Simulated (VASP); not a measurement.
Wanted: the native input for a VASP 6.6.1 run.

* Task: single point
* Functional: r2SCAN
* Potentials or basis: VASP PAW PBE potentials, release 64 (Si, N)
* Cutoff: 520 eV
* k mesh: 6 × 6 × 8
* Occupations: gaussian, width 0.02 eV
* Spin: no spin polarisation
* Dipole correction: no
* Further INCAR settings: ALGO = Normal; EDIFF = 1e-06; NBANDS = 45

Si3N4:

```xyz
14
Lattice="7.6056 0.0000 0.0000 -3.8028 6.5867 0.0000 0.0000 0.0000 2.9057" Properties=species:S:1:pos:R:3 pbc="T T T"
Si    5.1845    1.1555    0.7264
Si    1.5916    5.0677    2.1792
Si    4.0127    3.9122    0.7264
Si   -1.3817    5.4312    2.1792
Si    2.2112    1.5190    0.7264
Si   -0.2099    2.6745    2.1792
N    -1.0184    2.1757    0.7264
N     5.2122    0.2059    2.1792
N     2.4278    4.6169    0.7264
N     4.8212    4.4110    2.1792
N    -1.4094    6.3808    0.7264
N     1.3750    1.9698    2.1792
N     3.8028    2.1956    0.7264
N     0.0000    4.3911    2.1792
```

These files were run (other wordings do the same):

POSCAR

```
Si3N4
1.0
    7.6056399145      0.0000000000      0.0000000000
   -3.8028199573      6.5866773779      0.0000000000
    0.0000000000      0.0000000000      2.9056576758
Si N
6 8
Direct
    0.7693828253      0.1754254448      0.2500000000
    0.5939573805      0.7693828253      0.7500000000
    0.8245745552      0.5939573805      0.2500000000
    0.2306171747      0.8245745552      0.7500000000
    0.4060426195      0.2306171747      0.2500000000
    0.1754254448      0.4060426195      0.7500000000
    0.0312562548      0.3303146722      0.2500000000
    0.7009415826      0.0312562548      0.7500000000
    0.6696853278      0.7009415826      0.2500000000
    0.9687437452      0.6696853278      0.7500000000
    0.2990584174      0.9687437452      0.2500000000
    0.3303146722      0.2990584174      0.7500000000
    0.6666666667      0.3333333333      0.2500000000
    0.3333333333      0.6666666667      0.7500000000
```

INCAR.step1

```
  PREC = Accurate
  ENCUT = 520
  ISMEAR = 0
  SIGMA = 0.02
  LREAL = F
  LASPH = T
  NELM = 60
  NBANDS = 45
  GGA = PE
  ALGO = Normal
  EDIFF = 1E-4
  LWAVE = T
  LCHARG = F
```

INCAR.step2

```
  PREC = Accurate
  ENCUT = 520
  EDIFF = 1E-6
  ISMEAR = 0
  SIGMA = 0.02
  LREAL = F
  LASPH = T
  NELM = 60
  ALGO = Normal
  ISIF = 2
  LWAVE = F
  LCHARG = F
  METAGGA = R2SCAN
  LMIXTAU = T
  NBANDS = 45
  ISTART = 1
```

KPOINTS

```
regular mesh
0
Gamma
  6 6 8
```

Potentials or basis: VASP PAW PBE potentials, release 64 (Si, N).

Run with:

```sh
$ cat potpaw_PBE.64/Si/POTCAR potpaw_PBE.64/N/POTCAR > POTCAR
$ cp INCAR.step1 INCAR
$ mpirun -np 1 vasp_std > vasp.out
$ cp INCAR.step2 INCAR
$ mpirun -np 1 vasp_std > vasp.out
```

It gave:

The pressure is -0.2 GPa and the band gap on the k mesh is 5.00 eV (least direct gap 5.20 eV).

Caveat: the PAW data sets were made with another functional, which shifts forces and pressure a little.

Run time: 11 min on 1 thread of Intel(R) Xeon(R) Platinum 8259CL CPU @ 2.50GHz (Skylake/Cascade Lake), on a shared host, peak memory 0.42 GiB.
